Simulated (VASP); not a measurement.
# Sb in VASP: notebook, part 3 of 3

VASP 6.6.1. The steps go on from the part before.

### 4 Electric field gradients, PBEsol (volume scaled by 0.94)

Input file INCAR:

```
PREC = Accurate
ENCUT = 520
EDIFF = 1E-8
ISMEAR = -1
SIGMA = 0.08
LREAL = F
LASPH = T
NELM = 100
ALGO = Normal
ISIF = 2
LWAVE = F
LCHARG = F
GGA = PS
LEFG = T
NBANDS = 8
```

Input file KPOINTS:

```
Automatic mesh
0
Gamma
  12 12 12
```

Input file POSCAR:

```
Sb
1.0
    3.0954921035      0.0000000000      0.0000000000
    0.0000000000      3.0954921035      0.0000000000
    0.0000000000      0.0000000000      3.0954921035
Sb
1
Direct
    0.0000000000      0.0000000000      0.0000000000
```

Potentials or basis: VASP PAW PBE potentials, release 64 (Sb).

Command:

```
> cat potpaw_PBE.64/Sb/POTCAR > POTCAR
> mpirun -np 1 vasp_std > vasp.out
```

OUTCAR:

```text
PREC = Accurate
   ENCUT = 520
   EDIFF = 1E-8
   ISMEAR = -1
   LREAL = F
   LASPH = T
   NELM = 100
   ISIF = 2
   GGA = PS

 ion  position               nearest neighbor table
   1  0.000  0.000  0.000-

  LATTYP: Found a simple cubic cell.
 ALAT       =     3.0954921035

  Lattice vectors:

 A1 = (   3.0954921035,   0.0000000000,   0.0000000000)
 A2 = (   0.0000000000,   3.0954921035,   0.0000000000)
 A3 = (   0.0000000000,   0.0000000000,   3.0954921035)

Analysis of symmetry for initial positions (statically):
[... 468 lines left out ...]

  FREE ENERGIE OF THE ION-ELECTRON SYSTEM (eV)
  ---------------------------------------------------
  free  energy   TOTEN  =        -4.5218720470 eV

  energy  without entropy=       -4.5068712197  energy(sigma->0) =       -4.51437163

 Electric field gradients (V/A^2)
---------------------------------------------------------------------
 ion       V_xx      V_yy      V_zz      V_xy      V_xz      V_yz
---------------------------------------------------------------------
   1      -0.000    -0.000    -0.000     0.000     0.000     0.000
---------------------------------------------------------------------

 Electric field gradients after diagonalization (V/A^2)
 (convention: |V_zz| > |V_xx| > |V_yy|)
----------------------------------------------------------------------
 ion       V_xx      V_yy      V_zz     asymmetry (V_yy - V_xx)/ V_zz
----------------------------------------------------------------------
   1      -0.000    -0.000    -0.000      -0.478
----------------------------------------------------------------------

           NMR quadrupolar parameters

 Cq : quadrupolar parameter    Cq=e*Q*V_zz/h
 eta: asymmetry parameters     (V_yy - V_xx)/ V_zz
 Q  : nuclear electric quadrupole moment in mb (millibarn)
----------------------------------------------------------------------
 ion       Cq(MHz)       eta       Q (mb)
----------------------------------------------------------------------
   1      -0.000      -0.478       1.000
----------------------------------------------------------------------
```

OSZICAR:

```text
N       E                     dE             d eps       ncg     rms          rms(c)
DAV:   1     0.438742843431E+01    0.43874E+01   -0.16475E+03  1360   0.403E+02
DAV:   2    -0.441596805749E+01   -0.88034E+01   -0.83690E+01  1864   0.509E+01
DAV:   3    -0.452320203483E+01   -0.10723E+00   -0.10705E+00  1552   0.648E+00
DAV:   4    -0.452366006613E+01   -0.45803E-03   -0.45802E-03  2064   0.498E-01
DAV:   5    -0.452366183308E+01   -0.17670E-05   -0.17669E-05  1632   0.208E-02    0.187E+00
DAV:   6    -0.452263681778E+01    0.10250E-02   -0.32813E-04  1832   0.123E-01    0.111E+00
DAV:   7    -0.452186257426E+01    0.77424E-03   -0.85258E-04  1472   0.189E-01    0.591E-02
DAV:   8    -0.452187123800E+01   -0.86637E-05   -0.25146E-05  1904   0.342E-02    0.486E-03
DAV:   9    -0.452187207542E+01   -0.83741E-06   -0.66989E-07  1800   0.568E-03    0.146E-03
DAV:  10    -0.452187200031E+01    0.75106E-07   -0.13611E-07  1736   0.202E-03    0.176E-04
DAV:  11    -0.452187202449E+01   -0.24182E-07   -0.11717E-09  1600   0.235E-04    0.790E-05
DAV:  12    -0.452187204066E+01   -0.16165E-07   -0.48048E-10   984   0.123E-04    0.606E-05
DAV:  13    -0.452187204699E+01   -0.63347E-08   -0.22624E-11   904   0.321E-05
   1 F= -.45218720E+01 E0= -.45143716E+01  d E =-.150008E-01
```

Wall time 6.8 s (1 thread of Intel Xeon 6975P-C, shared host); peak memory 0.15 GiB.

What came out:

```
Free energy : -4.5219 eV
Pressure    : -1.7 GPa
```

Caveat: without QUAD_EFG the Cq values of the log hold for a quadrupole moment of 1 mb, not for the nuclei; the PAW data sets were made with another functional, which shifts forces and pressure a little; spin-orbit coupling is left out, which moves the levels of the heavy elements.

### 5 Electric field gradients, PBEsol (volume scaled by 0.96)

Input file INCAR:

```
SYSTEM = Sb
ALGO = Normal
EDIFF = 1E-8
ENCUT = 520
GGA = PS
ISIF = 2
ISMEAR = -1
LASPH = .TRUE.
LCHARG = .FALSE.
LEFG = .TRUE.
LREAL = .FALSE.
LWAVE = .FALSE.
NBANDS = 8
NELM = 60
PREC = Accurate
SIGMA = 0.08
```

Input file KPOINTS:

```
k-points
0
G
  12 12 12
  0 0 0
```

Input file POSCAR:

```
Sb
1.0
    3.1172920620      0.0000000000      0.0000000000
    0.0000000000      3.1172920620      0.0000000000
    0.0000000000      0.0000000000      3.1172920620
Sb
1
Direct
    0.0000000000      0.0000000000      0.0000000000
```

Potentials or basis: VASP PAW PBE potentials, release 64 (Sb).

Command:

```
> cat potpaw_PBE.64/Sb/POTCAR > POTCAR
> mpirun -np 1 vasp_std > vasp.out
```

OUTCAR:

```text
SYSTEM = Sb
   EDIFF = 1E-8
   ENCUT = 520
   GGA = PS
   ISIF = 2
   ISMEAR = -1
   LASPH = .TRUE.
   LREAL = .FALSE.
   NELM = 60
   PREC = Accurate

 ion  position               nearest neighbor table
   1  0.000  0.000  0.000-

  LATTYP: Found a simple cubic cell.
 ALAT       =     3.1172920620

  Lattice vectors:

 A1 = (   3.1172920620,   0.0000000000,   0.0000000000)
 A2 = (   0.0000000000,   3.1172920620,   0.0000000000)
 A3 = (   0.0000000000,   0.0000000000,   3.1172920620)

Analysis of symmetry for initial positions (statically):
=====================================================================
 Subroutine PRICEL returns:
 Original cell was already a primitive cell.

 Routine SETGRP: Setting up the symmetry group for a
 simple cubic supercell.

 Subroutine GETGRP returns: Found 48 space group operations
 (whereof 48 operations were pure point group operations)
 out of a pool of 48 trial point group operations.

[... 442 lines left out ...]

 VOLUME and BASIS-vectors are now :
 -----------------------------------------------------------------------------
  energy-cutoff  :      520.00
  volume of cell :       30.29
      direct lattice vectors                 reciprocal lattice vectors
     3.117292062  0.000000000  0.000000000     0.320791244  0.000000000  0.000000000
     0.000000000  3.117292062  0.000000000     0.000000000  0.320791244  0.000000000
     0.000000000  0.000000000  3.117292062     0.000000000  0.000000000  0.320791244

 POSITION                                       TOTAL-FORCE (eV/Angst)
 -----------------------------------------------------------------------------------
      0.00000      0.00000      0.00000         0.000000      0.000000      0.000000
 -----------------------------------------------------------------------------------
    total drift:                               -0.000000      0.000000      0.000000

  FREE ENERGIE OF THE ION-ELECTRON SYSTEM (eV)
  ---------------------------------------------------
  free  energy   TOTEN  =        -4.5128637333 eV

  energy  without entropy=       -4.4975657742  energy(sigma->0) =       -4.50521475

 Electric field gradients (V/A^2)
---------------------------------------------------------------------
 ion       V_xx      V_yy      V_zz      V_xy      V_xz      V_yz
---------------------------------------------------------------------
   1       0.000     0.000    -0.000     0.000    -0.000    -0.000
---------------------------------------------------------------------

 Electric field gradients after diagonalization (V/A^2)
 (convention: |V_zz| > |V_xx| > |V_yy|)
----------------------------------------------------------------------
 ion       V_xx      V_yy      V_zz     asymmetry (V_yy - V_xx)/ V_zz
----------------------------------------------------------------------
   1       0.000     0.000    -0.000       0.045
----------------------------------------------------------------------

           NMR quadrupolar parameters

 Cq : quadrupolar parameter    Cq=e*Q*V_zz/h
 eta: asymmetry parameters     (V_yy - V_xx)/ V_zz
 Q  : nuclear electric quadrupole moment in mb (millibarn)
----------------------------------------------------------------------
 ion       Cq(MHz)       eta       Q (mb)
----------------------------------------------------------------------
   1      -0.000       0.045       1.000
----------------------------------------------------------------------
```

It took 7.2 s on 1 thread of Intel Xeon 6975P-C, shared host; peak memory 0.15 GiB.

Results:

```yaml
Free_energy: -4.5129 eV
Pressure: -2.8 GPa
```

Levels at points of the mesh, in eV from the Fermi level:
| k point | band 1 | band 2 | band 3 | band 4 | band 5 | band 6 | band 7 |
| --- | --- | --- | --- | --- | --- | --- | --- |
| (0.00, 0.00, 0.00) | -12.36 | 3.15 | 3.15 | 3.15 | 6.86 | 6.86 | 7.97 |
| (0.50, 0.00, 0.00) | -9.99 | -5.57 | 5.11 | 5.11 | 8.94 | 10.40 | 11.33 |
| (0.50, 0.50, 0.00) | -7.49 | -3.54 | -3.54 | 2.10 | 7.09 | 12.70 | 13.12 |
| (0.50, 0.50, 0.50) | -4.71 | -1.65 | -1.65 | -1.65 | 4.76 | 4.76 | 4.76 |

Caveat: without QUAD_EFG the Cq values of the log hold for a quadrupole moment of 1 mb, not for the nuclei; the PAW data sets were made with another functional, which shifts forces and pressure a little; spin-orbit coupling is left out, which moves the levels of the heavy elements.

### 6 Overview

```tsv
cell	gap on the mesh (eV)	pressure (GPa)
a = 3.160 Å, angles 89.4°, 1 atom	none	-4.6
a = 3.095 Å, 1 atom	none	-1.7
a = 3.117 Å, 1 atom	none	-2.8
```

Alike in all rows: task electric field gradients; level PBEsol; potentials or basis VASP PAW PBE potentials, release 64 (Sb); no spin polarisation; k mesh 12 × 12 × 12; cutoff (eV) 520; smearing fermi-dirac 0.08 eV.

Caveats: the PAW data sets were made with another functional, which shifts forces and pressure a little; spin-orbit coupling is left out, which moves the levels of the heavy elements.

Absolute energies hang on the potentials; compare differences alone.
